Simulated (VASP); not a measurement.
# MgS (F-43m) in VASP: a series of runs

MgS is run at these levels: PBE-based global hybrid, PBE-based screened hybrid, HSE06; tasks: single point.

All numbers are computed with VASP 6.6.1; they aren't measurements. Logs are shortened: lines on timing, memory, paths and dates and some standing lists are left out, and cuts for length are marked.

## 1. The cell of the first run

It takes space group F-43m (No. 216, cubic). Conventional cell: a = 5.662 Å, b = 5.662 Å, c = 5.662 Å, α = 90.00°, β = 90.00°, γ = 90.00°. Within 3.2 Å of Mg (site symmetry -43m) lie 4 S at 2.45 Å. S (site symmetry -43m) has 4 Mg at 2.45 Å within 3.2 Å.

## 2. Single point, PBE-based global hybrid

Contents of POSCAR:

```
MgS
1.0
    0.0000000000      2.8308768389      2.8308768389
    2.8308768389      0.0000000000      2.8308768389
    2.8308768389      2.8308768389      0.0000000000
Mg S
1 1
Direct
    0.0000000000      0.0000000000      0.0000000000
    0.2500000000      0.2500000000      0.2500000000
```

Contents of INCAR.step1:

```
SYSTEM = MgS
PREC = Accurate
ENCUT = 520
EDIFF = 1E-5
ISMEAR = 0
SIGMA = 0.01
LREAL = .FALSE.
LASPH = .TRUE.
NELM = 60
ALGO = Normal
ISIF = 2
LWAVE = .TRUE.
NBANDS = 11
GGA = PE
```

Contents of INCAR.step2:

```
SYSTEM = MgS
PREC = Accurate
ENCUT = 520
EDIFF = 1E-6
ISMEAR = 0
SIGMA = 0.01
LREAL = .FALSE.
LASPH = .TRUE.
NELM = 60
ALGO = Normal
ISIF = 2
LWAVE = .FALSE.
LCHARG = .TRUE.
GGA = PE
LHFCALC = .TRUE.
AEXX = 0.3
PRECFOCK = Normal
LELF = .TRUE.
LVHAR = .TRUE.
NBANDS = 11
ISTART = 1
```

Contents of KPOINTS:

```
regular mesh
0
G
  4 4 4
  0 0 0
```

Potentials or basis: VASP PAW PBE potentials, release 64 (Mg, S).

Run with:

```
> cat potpaw_PBE.64/Mg/POTCAR potpaw_PBE.64/S/POTCAR > POTCAR
> cp INCAR.step1 INCAR
> mpirun -np 1 vasp_std > vasp.out
> cp INCAR.step2 INCAR
> mpirun -np 1 vasp_std > vasp.out
```

OUTCAR:

```text
SYSTEM = MgS
   PREC = Accurate
   ENCUT = 520
   EDIFF = 1E-6
   ISMEAR = 0
   LREAL = .FALSE.
   LASPH = .TRUE.
   NELM = 60
   ISIF = 2
   GGA = PE
   LHFCALC = .TRUE.
   AEXX = 0.3
   PRECFOCK = Normal
   ISTART = 1

 ion  position               nearest neighbor table
   1  0.000  0.000  0.000-   2 2.45   2 2.45   2 2.45   2 2.45
   2  0.250  0.250  0.250-   1 2.45   1 2.45   1 2.45   1 2.45

  LATTYP: Found a face centered cubic cell.
 ALAT       =     5.6617536778

  Lattice vectors:

 A1 = (   0.0000000000,   2.8308768389,   2.8308768389)
 A2 = (   2.8308768389,   0.0000000000,   2.8308768389)
 A3 = (   2.8308768389,   2.8308768389,   0.0000000000)

Analysis of symmetry for initial positions (statically):
=====================================================================
 Subroutine PRICEL returns:
 Original cell was already a primitive cell.

 Routine SETGRP: Setting up the symmetry group for a
 face centered cubic supercell.

 Subroutine GETGRP returns: Found 24 space group operations
 (whereof 24 operations were pure point group operations)
 out of a pool of 48 trial point group operations.

The static configuration has the point symmetry T_d .

Analysis of symmetry for dynamics (positions and initial velocities):
=====================================================================
 Subroutine PRICEL returns:
 Original cell was already a primitive cell.

 Routine SETGRP: Setting up the symmetry group for a
 face centered cubic supercell.

 Subroutine GETGRP returns: Found 24 space group operations
 (whereof 24 operations were pure point group operations)
 out of a pool of 48 trial point group operations.

The dynamic configuration has the point symmetry T_d .

 Subroutine INISYM returns: Found 24 space group operations
 (whereof 24 operations are pure point group operations),
 and found     1 'primitive' translations

----------------------------------------------------------------------------------------

                                     Primitive cell

  volume of cell :      45.3725

  direct lattice vectors                    reciprocal lattice vectors
     0.000000000  2.830876839  2.830876839    -0.176623721  0.176623721  0.176623721
     2.830876839  0.000000000  2.830876839     0.176623721 -0.176623721  0.176623721
     2.830876839  2.830876839  0.000000000     0.176623721  0.176623721 -0.176623721

  length of vectors
     4.003464419  4.003464419  4.003464419     0.305921258  0.305921258  0.305921258

  position of ions in fractional coordinates (direct lattice)
     0.000000000  0.000000000  0.000000000
     0.250000000  0.250000000  0.250000000

  ion indices of the primitive-cell ions
   primitive index   ion index
                 1           1
                 2           2

----------------------------------------------------------------------------------------

 KPOINTS: regular mesh

Automatic generation of k-mesh.
 Grid dimensions read from file:
 generate k-points for:    4    4    4

 Generating k-lattice:

  Cartesian coordinates                     Fractional coordinates (reciprocal lattice)
    -0.044155930  0.044155930  0.044155930     0.250000000  0.000000000  0.000000000
     0.044155930 -0.044155930  0.044155930     0.000000000  0.250000000  0.000000000
     0.044155930  0.044155930 -0.044155930     0.000000000  0.000000000  0.250000000

  Length of vectors
     0.076480314  0.076480314  0.076480314

  Shift w.r.t. Gamma in fractional coordinates (k-lattice)
     0.000000000  0.000000000  0.000000000

 Subroutine IBZKPT returns following result:
 ===========================================

 Found      8 irreducible k-points:

 Following reciprocal coordinates:
            Coordinates               Weight
  0.000000  0.000000  0.000000      1.000000
  0.250000  0.000000  0.000000      8.000000
  0.500000  0.000000  0.000000      4.000000
  0.250000  0.250000  0.000000      6.000000
  0.500000  0.250000  0.000000     24.000000
 -0.250000  0.250000  0.000000     12.000000
  0.500000  0.500000  0.000000      3.000000
 -0.250000  0.500000  0.250000      6.000000
   k-points           NKPTS =      8   k-points in BZ     NKDIM =     64   number of bands    NBANDS=     11
   number of dos      NEDOS =    301   number of ions     NIONS =      2
   total plane-waves  NPLWV =  27000
   dimension x,y,z NGX =    30 NGY =   30 NGZ =   30
   dimension x,y,z NGXF=    60 NGYF=   60 NGZF=   60
   ions per type =               1   1
   NGX,Y,Z   is equivalent  to a cutoff of  12.46, 12.46, 12.46 a.u.
   NGXF,Y,Z  is equivalent  to a cutoff of  24.92, 24.92, 24.92 a.u.
 SYSTEM =  MgS
   PREC   = accura    normal or accurate (medium, high low for compatibility)
   ISTART =      1    job   : 0-new  1-cont  2-samecut
   ICHARG =      0    charge: 1-file 2-atom 10-const
   ISPIN  =      1    spin polarized calculation?
   LNONCOLLINEAR =      F non collinear calculations
   LSORBIT =      F    spin-orbit coupling
   LASPH  =      T    aspherical Exc in radial PAW
   ENCUT  =  520.0 eV  38.22 Ry    6.18 a.u.   7.44  7.44  7.44*2*pi/ulx,y,z
   NELM   =     60;   NELMIN=  2; NELMDL=  0     # of ELM steps
   EDIFF  = 0.1E-05   stopping-criterion for ELM
   LREAL  =      F    real-space projection
   EDIFFG = 0.1E-04   stopping-criterion for IOM
   NSW    =      0    number of steps for IOM
   IBRION =     -1    ionic relax: 0-MD 1-quasi-New 2-CG
   NFREE  =      0    steps in history (QN), initial steepest desc. (CG)
   ISIF   =      2    stress and relaxation
   ISYM   =      3    0-nonsym 1-usesym 2-fastsym
   POTIM  = 0.5000    time-step for ionic-motion
   TEBEG  =    0.0;   TEEND  =   0.0 temperature during run
   PSTRESS=    0.0 pullay stress
   NELECT =       8.0000    total number of electrons
   NUPDOWN=      -1.0000    fix difference up-down
   EMIN   =  10.00;   EMAX   =-10.00  energy-range for DOS
   EFERMI =   0.00;   METHOD = LEGACY
   ISMEAR =     0;   SIGMA  =   0.01  broadening in eV -4-tet -1-fermi 0-gaus
   EFERMI_NEDOS =   21; number of points for ismear=-14 and -15
   IALGO  =     38    algorithm
   IMIX   =      1    mixing-type and parameters
     AMIX     =   0.40;   BMIX     =  1.00
     AMIX_MAG =   1.60;   BMIX_MAG =  1.00
  volume/ion in A,a.u.               =      22.69       153.09
  Fermi-wavevector in a.u.,A,eV,Ry     =   0.917995  1.734760 11.465842  0.842716
  Thomas-Fermi vector in A             =   2.043027
   LORBIT       =      0    0 simple, 1 ext, 2 COOP (PROOUT), +10 PAW based schemes
   GGA     = PE    functional components
   LHFCALC =     T    Hartree Fock is set to
   PRECFOCK=normal    Normal, Fast or Accurate (Low or Medium for compatibility)
   ENCUT4O =  -1.0   cutoff for four orbital integrals eV
   NKREDX  =     1    reduce k-point grid by
   NKREDY  =     1    reduce k-point grid by
   NKREDZ  =     1    reduce k-point grid by
   AEXX    =    0.3000 exact exchange contribution
   HFSCREEN=    0.0000 screening length (either q_TF or 0.3 A-1)
   HFSCREENC=   0.0000 screening length for correlation (either q_TF or 0.3 A-1)
   ENCUTFOCK=  -1.0 apply spherical cutoff to Coloumb kernel
   IVDW    =     0    specifies the selected vdW correction
   LEPSILON=     F    determine dielectric tensor
   LRPA    =     F    only Hartree local field effects (RPA)
 non-spin polarized calculation
 Gauss-broadening in eV      SIGMA  =   0.01
  energy-cutoff  :      520.00
  volume of cell :       45.37
 maximum number of plane-waves:      1243
 NGX is ok and might be reduce to    30
  NGX = 24; NGY = 24; NGZ = 24

 number of electron       8.0000001 magnetization

 Free energy of the ion-electron system (eV)
  ---------------------------------------------------
  ext. energy  EPLUGINS =         0.00000000
  ---------------------------------------------------
  free energy    TOTEN  =       -10.80390090 eV

  energy without entropy =      -10.80390090  energy(sigma->0) =      -10.80390090

 E-fermi :  -0.1567     XC(G=0):  -6.2925

 val. band max:       -0.2968638804   @ k =   0.0000   0.0000   0.0000
 cond. band min:       5.3150413256   @ k =   0.0000   0.0000   0.0000
 fundamental gap:      5.6119052059
 Fermi energy:        -0.1566778363

 k-point     1 :       0.0000    0.0000    0.0000
  band No.  band energies     occupation
      1     -12.9864      2.00000
      2      -0.2969      2.00000
      3      -0.2969      2.00000
      4      -0.2969      2.00000
      5       5.3150      0.00000
      6      10.0725      0.00000
      7      10.0725      0.00000
      8      10.0725      0.00000
      9      13.1280      0.00000
     10      13.1280      0.00000
     11      15.9171      0.00000

 k-point     2 :       0.2500    0.0000    0.0000
  band No.  band energies     occupation
      1     -12.6332      2.00000
      2      -2.3164      2.00000
      3      -0.4902      2.00000
      4      -0.4902      2.00000
      5       6.9082      0.00000
      6       9.8967      0.00000
      7      10.2867      0.00000
      8      10.2867      0.00000
      9      12.6686      0.00000
     10      12.6686      0.00000
     11      14.3609      0.00000

 k-point     3 :       0.5000    0.0000    0.0000
  band No.  band energies     occupation
      1     -12.2182      2.00000
      2      -3.7818      2.00000
      3      -0.6653      2.00000
      4      -0.6653      2.00000
      5       7.0647      0.00000
      6       9.6999      0.00000
      7       9.6999      0.00000
      8      10.6936      0.00000
      9      15.1325      0.00000
     10      15.6585      0.00000
     11      15.6585      0.00000
[... 43 lines left out ...]
 k-point     7 :       0.5000    0.5000    0.0000
  band No.  band energies     occupation
      1     -11.9698      2.00000
      2      -3.4265      2.00000
      3      -1.4563      2.00000
      4      -1.4563      2.00000
      5       5.6381      0.00000
      6       7.5909      0.00000
      7      13.5652      0.00000
      8      14.6849      0.00000
      9      14.6849      0.00000
     10      16.4697      0.00000
     11      16.4699      0.00000

 k-point     8 :      -0.2500    0.5000    0.2500
  band No.  band energies     occupation
      1     -11.9600      2.00000
      2      -2.8352      2.00000
      3      -2.3355      2.00000
      4      -1.7475      2.00000
      5       7.3860      0.00000
      6      10.1654      0.00000
      7      10.2310      0.00000
      8      10.6805      0.00000
      9      15.0848      0.00000
     10      16.1606      0.00000
     11      16.4601      0.00000

------------------------ aborting loop because EDIFF is reached ----------------------------------------

  FORCE on cell =-STRESS in cart. coord.  units (eV):
  Direction    XX          YY          ZZ          XY          YZ          ZX
  --------------------------------------------------------------------------------------
  -------------------------------------------------------------------------------------
  Total       -0.1193137     -0.1193137     -0.1193137      0.0000000      0.0000000     -0.0000000
  in kB       -4.2131614     -4.2131614     -4.2131614      0.0000000      0.0000000     -0.0000000
  external PRESSURE =      -4.2131614 kB  Pullay stress =       0.0000000 kB

 VOLUME and BASIS-vectors are now :
 -----------------------------------------------------------------------------
  energy-cutoff  :      520.00
  volume of cell :       45.37
      direct lattice vectors                 reciprocal lattice vectors
     0.000000000  2.830876839  2.830876839    -0.176623721  0.176623721  0.176623721
     2.830876839  0.000000000  2.830876839     0.176623721 -0.176623721  0.176623721
     2.830876839  2.830876839  0.000000000     0.176623721  0.176623721 -0.176623721

 POSITION                                       TOTAL-FORCE (eV/Angst)
 -----------------------------------------------------------------------------------
      0.00000      0.00000      0.00000        -0.000000      0.000000     -0.000000
      1.41544      1.41544      1.41544         0.000000     -0.000000      0.000000
 -----------------------------------------------------------------------------------
    total drift:                               -0.000001      0.000001      0.000001

  FREE ENERGIE OF THE ION-ELECTRON SYSTEM (eV)
  ---------------------------------------------------
  free  energy   TOTEN  =       -10.8039009048 eV

  energy  without entropy=      -10.8039009048  energy(sigma->0) =      -10.80390090
```

Run time: 80 s. Hardware: 1 thread of AMD EPYC 9R14 (Zen 4), shared host; peak memory 0.15 GiB.

Results:

```yaml
Free_energy: -10.8039 eV
Pressure: -0.4 GPa
Band_gap_on_the_k_mesh: 5.61 eV, direct
```

Caveat: the k points lie up to 0.48 Å⁻¹ apart; the PAW data sets were made with another functional, which shifts forces and pressure a little. A k mesh can miss the band edges.

## 3. Single point, PBE-based screened hybrid

POSCAR is that of step 2.

Contents of INCAR.step1:

```
  ALGO = Normal
  EDIFF = 1E-5
  ENCUT = 520
  GGA = PE
  ISIF = 2
  ISMEAR = 0
  LASPH = T
  LCHARG = F
  LREAL = F
  LWAVE = T
  NBANDS = 11
  NELM = 60
  PREC = Accurate
  SIGMA = 0.01
```

Contents of INCAR.step2:

```
  AEXX = 0.5
  ALGO = Normal
  EDIFF = 1E-7
  ENCUT = 520
  GGA = PE
  HFSCREEN = 0.1
  ISIF = 2
  ISMEAR = 0
  ISTART = 1
  LASPH = T
  LCHARG = F
  LHFCALC = T
  LREAL = F
  LWAVE = F
  NBANDS = 11
  NELM = 60
  PREC = Accurate
  PRECFOCK = Normal
  SIGMA = 0.01
```

Contents of KPOINTS:

```
k-points
0
Gamma
  4 4 4
```

Potentials or basis: VASP PAW PBE potentials, release 64 (Mg, S).

Run with:

```
> cat potpaw_PBE.64/Mg/POTCAR potpaw_PBE.64/S/POTCAR > POTCAR
> cp INCAR.step1 INCAR
> mpirun -np 1 vasp_std > vasp.out
> cp INCAR.step2 INCAR
> mpirun -np 1 vasp_std > vasp.out
```

Wall time 1.9 min (1 thread of AMD EPYC 9R14 (Zen 4), shared host); peak memory 0.25 GiB.

The run converged. Its results:

```
Free energy            : -11.8376 eV
Pressure               : -1.3 GPa
Band gap on the k mesh : 6.32 eV, direct
```

Levels at points of the mesh, in eV from the valence-band top:
```
           k point  band 2  band 3  band 4  band 5  band 6  band 7
(0.00, 0.00, 0.00)    0.00    0.00    0.00    6.32   11.19   11.19
(0.50, 0.00, 0.00)   -3.69   -0.39   -0.39    8.10   10.79   10.79
(0.50, 0.50, 0.00)   -3.32   -1.24   -1.24    6.56    8.61   14.90
```

Caveat: the k points lie up to 0.48 Å⁻¹ apart; the PAW data sets were made with another functional, which shifts forces and pressure a little. A k mesh can miss the band edges.

## 4. Single point, HSE06

POSCAR is that of step 3.

INCAR.step1 is that of step 3.

INCAR.step2: that of step 3 with these lines changed.

```diff
@@ -1,7 +1,6 @@
-  AEXX = 0.5
   ALGO = Normal
-  EDIFF = 1E-7
+  EDIFF = 1E-6
   ENCUT = 520
   GGA = PE
-  HFSCREEN = 0.1
+  HFSCREEN = 0.2079
   ISIF = 2
```

KPOINTS is that of step 3.

Run with:

```
> cat potpaw_PBE.64/Mg/POTCAR potpaw_PBE.64/S/POTCAR > POTCAR
> cp INCAR.step1 INCAR
> mpirun -np 1 vasp_std > vasp.out
> cp INCAR.step2 INCAR
> mpirun -np 1 vasp_std > vasp.out
```

Run time: 77 s. Hardware: 1 thread of AMD EPYC 9R14 (Zen 4), shared host; peak memory 0.25 GiB.

It converged, with:

| Property | Result |
| --- | --- |
| Free energy | -9.8341 eV |
| Pressure | -0.1 GPa |
| Band gap on the k mesh | 4.52 eV, direct |

Levels at points of the mesh, in eV from the valence-band top:
| k point | band 2 | band 3 | band 4 | band 5 | band 6 | band 7 |
| --- | --- | --- | --- | --- | --- | --- |
| (0.00, 0.00, 0.00) | 0.00 | 0.00 | 0.00 | 4.52 | 9.18 | 9.18 |
| (0.50, 0.00, 0.00) | -3.39 | -0.36 | -0.36 | 6.23 | 8.83 | 8.83 |
| (0.50, 0.50, 0.00) | -3.05 | -1.13 | -1.13 | 4.86 | 6.75 | 12.64 |

Caveat: the k points lie up to 0.48 Å⁻¹ apart; the PAW data sets were made with another functional, which shifts forces and pressure a little. A k mesh can miss the band edges.

## 5. Overview

| level | share of exact exchange | screening parameter | gap on the mesh (eV) | pressure (GPa) |
| --- | --- | --- | --- | --- |
| PBE-based global hybrid | 0.3 | - | 5.61 | -0.4 |
| PBE-based screened hybrid | 0.5 | 0.1 1/Å | 6.32 | -1.3 |
| HSE06 | - | 0.2079 1/Å | 4.52 | -0.1 |

Alike in all rows: task single point; potentials or basis VASP PAW PBE potentials, release 64 (Mg, S); no spin polarisation; cell as given; k mesh 4 × 4 × 4; cutoff (eV) 520; smearing gaussian 0.01 eV.

Caveats: all runs use coarse meshes; the PAW data sets were made with another functional, which shifts forces and pressure a little.

Total energies depend on the potentials used, so only differences within one code and one set of settings carry meaning.
